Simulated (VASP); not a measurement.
**Gd: single point with LDA**

Crystal: Gd.

```
Gd
1.0
     3.48415    0.00000    0.00000
    -1.74208    3.01737    0.00000
     0.00000    0.00000    5.58672
Gd
2
Direct
  0.33333 0.66667 0.25000
  0.66667 0.33333 0.75000
```

```
Program             : VASP 6.6.1
Task                : single point
Functional          : LDA
Potentials or basis : VASP PAW PBE potentials, release 64 (Gd)
Cutoff              : 520 eV
k mesh              : 11 × 11 × 6
Occupations         : fermi-dirac, width 0.05 eV
Spin                : collinear spin, ferromagnetic start
Starting moments    : [7.214, 7.214] μB
```

| Quantity | Value |
| --- | --- |
| Pressure | -0.1 GPa |
| Net moment | 14.61 μB per cell |
| Site moments | Gd +6.88 μB |
| Valence electrons inside the program's atomic spheres | Gd 15.26 |

Stress tensor (GPa, compression positive):
```
-0.18  0.00  0.00
 0.00 -0.18  0.00
 0.00  0.00 -0.08
```

Levels at points of the mesh, in eV from the Fermi level:
Spin up:
```
           k point  band 23  band 24  band 25  band 26  band 27  band 28
(0.00, 0.00, 0.00)    -4.11    -2.50     1.51     1.51     1.65     1.78
(0.00, 0.00, 0.50)    -3.39    -3.39     0.71     0.71     1.43     1.43
```
Spin down:
```csv
k point,band 7,band 8,band 9,band 10,band 11,band 12,band 13,band 14
"(0.00, 0.00, 0.00)",-19.44,-19.40,-4.36,-1.80,0.31,0.37,0.43,0.53
"(0.00, 0.00, 0.50)",-19.52,-19.52,-2.66,-2.66,0.20,0.20,0.47,0.47
```

Wall time 7.7 min on 1 thread of Intel(R) Xeon(R) 6975P-C (Granite Rapids) (shared host), peak memory 0.29 GiB.

Caveat: the PAW data sets were made with another functional, which shifts forces and pressure a little; spin-orbit coupling is left out, which moves the levels of the heavy elements; semilocal functionals describe open f shells poorly, which spoils levels, moments and volumes. The state reached can hang on the start; a lower one may exist.
